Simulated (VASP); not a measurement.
# ZrC (P6_3/mmc) in VASP: further runs, part 2 of 2

VASP 6.6.1. Earlier steps stand in the parts before.

## Step 5: Single point, PBEsol

This run uses another cell than the first one, of 13.96 Å³/atom, 1.060 times its volume.

INCAR

```
PREC     = Accurate       # precision mode
ENCUT    = 520            # plane-wave cutoff, eV
EDIFF    = 1E-6           # SCF threshold, eV
ISMEAR   = -1             # smearing method
SIGMA    = 0.15           # smearing width, eV
LREAL    = F              # projectors in reciprocal space
LASPH    = T              # aspherical terms in the spheres
NELM     = 100            # most SCF steps
ALGO     = Normal         # electronic algorithm
ISIF     = 2              # what is computed and relaxed
LWAVE    = F              # write WAVECAR
LCHARG   = F              # write CHGCAR
GGA      = PS             # functional
NBANDS   = 24             # bands
```

KPOINTS

```
regular mesh
0
Gamma
  8 8 5
```

POSCAR

```
ZrC
1.0
    3.4579924165      0.0000000000      0.0000000000
   -1.7289962083      2.9947099188      0.0000000000
    0.0000000000      0.0000000000      5.3938058701
Zr C
2 2
Direct
    0.3333333333      0.6666666667      0.2500000000
    0.6666666667      0.3333333333      0.7500000000
    0.0000000000      0.0000000000      0.0000000000
    0.0000000000      0.0000000000      0.5000000000
```

Potentials or basis: VASP PAW PBE potentials, release 64 (Zr_sv, C).

On the command line:

```bash
$ cat potpaw_PBE.64/Zr_sv/POTCAR potpaw_PBE.64/C/POTCAR > POTCAR
$ mpirun -np 1 vasp_std > vasp.out
```

OUTCAR:

```text
PREC = Accurate
   ENCUT = 520
   EDIFF = 1E-6
   ISMEAR = -1
   LREAL = F
   LASPH = T
   NELM = 100
   ISIF = 2
   GGA = PS

 ion  position               nearest neighbor table
   1  0.333  0.667  0.250-   3 2.41   4 2.41   3 2.41   4 2.41   3 2.41   4 2.41   2 3.36   2 3.36
                             2 3.36   2 3.36   2 3.36   2 3.36
   2  0.667  0.333  0.750-   3 2.41   4 2.41   3 2.41   4 2.41   3 2.41   4 2.41   1 3.36   1 3.36
                             1 3.36   1 3.36   1 3.36   1 3.36
   3  0.000  0.000  0.000-   1 2.41   2 2.41   2 2.41   1 2.41   2 2.41   1 2.41
   4  0.000  0.000  0.500-   1 2.41   2 2.41   2 2.41   1 2.41   2 2.41   1 2.41

  LATTYP: Found a hexagonal cell.
 ALAT       =     3.4579924165
 C/A-ratio  =     1.5598084728

  Lattice vectors:

 A1 = (   3.4579924165,   0.0000000000,   0.0000000000)
 A2 = (  -1.7289962083,   2.9947099188,   0.0000000000)
 A3 = (   0.0000000000,   0.0000000000,   5.3938058701)

Analysis of symmetry for initial positions (statically):
=====================================================================
 Subroutine PRICEL returns:
 Original cell was already a primitive cell.

 Routine SETGRP: Setting up the symmetry group for a
[... 170 lines left out ...]
  free energy    TOTEN  =       -40.22646423 eV

  energy without entropy =      -40.15852846  energy(sigma->0) =      -40.19249634

 E-fermi :   9.0215     XC(G=0): -11.9230

 val. band max:        8.9228043359   @ k =   0.0000   0.0000   0.2000
 cond. band min:       9.2294611668   @ k =   0.1250   0.0000   0.0000
 fundamental gap:      0.3066568309
 Fermi energy:         9.0214907341

 k-point     1 :       0.0000    0.0000    0.0000
  band No.  band energies     occupation
      1     -39.4761      2.00000
      2     -39.3883      2.00000
      3     -17.9368      2.00000
      4     -17.3704      2.00000
      5     -17.3704      2.00000
      6     -17.2872      2.00000
[... 637 lines left out ...]
     23      14.8088      0.00000
     24      15.1337      0.00000

 [... further k-points ...]
[... 5 lines left out ...]
  --------------------------------------------------------------------------------------
  -------------------------------------------------------------------------------------
  Total       -6.4210179     -6.4210207     -5.7406541      0.0000000      0.0000000      0.0000000
  in kB     -184.1791042   -184.1791830   -164.6636948      0.0000000      0.0000000      0.0000000
  external PRESSURE =    -177.6739940 kB  Pullay stress =       0.0000000 kB

 VOLUME and BASIS-vectors are now :
 -----------------------------------------------------------------------------
  energy-cutoff  :      520.00
  volume of cell :       55.86
      direct lattice vectors                 reciprocal lattice vectors
     3.457992417  0.000000000  0.000000000     0.289185134  0.166961079  0.000000000
    -1.728996208  2.994709919  0.000000000     0.000000000  0.333922158  0.000000000
     0.000000000  0.000000000  5.393805870     0.000000000  0.000000000  0.185397848

 POSITION                                       TOTAL-FORCE (eV/Angst)
 -----------------------------------------------------------------------------------
     -0.00000      1.99647      1.34845        -0.000000      0.000000      0.000000
      1.72900      0.99824      4.04535         0.000000     -0.000000      0.000000
      0.00000      0.00000      0.00000        -0.000000      0.000000      0.000000
      0.00000      0.00000      2.69690        -0.000000      0.000000      0.000000
 -----------------------------------------------------------------------------------
    total drift:                               -0.000000      0.000000     -0.000000

  FREE ENERGIE OF THE ION-ELECTRON SYSTEM (eV)
  ---------------------------------------------------
  free  energy   TOTEN  =       -40.2264642297 eV

  energy  without entropy=      -40.1585284602  energy(sigma->0) =      -40.19249634
```

OSZICAR:

```text
N       E                     dE             d eps       ncg     rms          rms(c)
DAV:   1     0.250337317824E+03    0.25034E+03   -0.16900E+04  1440   0.134E+03
DAV:   2    -0.249037819954E+02   -0.27524E+03   -0.25989E+03  1704   0.370E+02
DAV:   3    -0.457345790338E+02   -0.20831E+02   -0.20525E+02  2608   0.810E+01
DAV:   4    -0.465357852699E+02   -0.80121E+00   -0.80053E+00  1752   0.154E+01
DAV:   5    -0.465658670958E+02   -0.30082E-01   -0.30080E-01  2264   0.218E+00    0.259E+01
DAV:   6    -0.408127047624E+02    0.57532E+01   -0.33599E+01  1736   0.276E+01    0.104E+01
DAV:   7    -0.402866331987E+02    0.52607E+00   -0.30335E+00  2024   0.834E+00    0.724E+00
DAV:   8    -0.402726087216E+02    0.14024E-01   -0.70376E-01  1752   0.414E+00    0.164E+00
DAV:   9    -0.402270438625E+02    0.45565E-01   -0.23150E-01  1920   0.178E+00    0.570E-01
DAV:  10    -0.402272399309E+02   -0.19607E-03   -0.12252E-02  1840   0.696E-01    0.272E-01
DAV:  11    -0.402264692359E+02    0.77069E-03   -0.28000E-03  1984   0.247E-01    0.526E-02
DAV:  12    -0.402264635040E+02    0.57319E-05   -0.11795E-04  1784   0.618E-02    0.115E-02
DAV:  13    -0.402264642297E+02   -0.72570E-06   -0.72317E-06  1648   0.158E-02
   1 F= -.40226464E+02 E0= -.40192496E+02  d E =-.679358E-01
```

Wall time 24 s (1 thread of AMD EPYC 9R45 (Zen 5), shared host); peak memory 0.16 GiB.

Results:

* Free energy: -40.2265 eV
* Pressure: -17.8 GPa
* Band gap on the k mesh: zero (band 16 reaches 9.87 eV, above the bottom of band 17 at 8.87 eV)

Stress tensor (GPa, compression positive):
```
-18.42   0.00   0.00
  0.00 -18.42   0.00
  0.00   0.00 -16.47
```

Caveat: the PAW data sets were made with another functional, which shifts forces and pressure a little.

## Step 6: Overview

```tsv
cell	gap on the mesh (eV)	pressure (GPa)
a = 3.391, b = 3.391, c = 5.290 Å, angles 90.0, 90.0, 120.0°, 4 atoms	none	-7.4
a = 3.414, b = 3.414, c = 5.325 Å, angles 90.0, 90.0, 120.0°, 4 atoms	none	-11.2
a = 3.436, b = 3.436, c = 5.360 Å, angles 90.0, 90.0, 120.0°, 4 atoms	none	-14.7
a = 3.458, b = 3.458, c = 5.394 Å, angles 90.0, 90.0, 120.0°, 4 atoms	none	-17.8
```

Alike in all rows: task single point; level PBEsol; potentials or basis VASP PAW PBE potentials, release 64 (Zr_sv, C); no spin polarisation; k mesh 8 × 8 × 5; cutoff (eV) 520; smearing fermi-dirac 0.15 eV.

Caveats: the PAW data sets were made with another functional, which shifts forces and pressure a little.

Absolute energies hang on the potentials; compare differences alone.
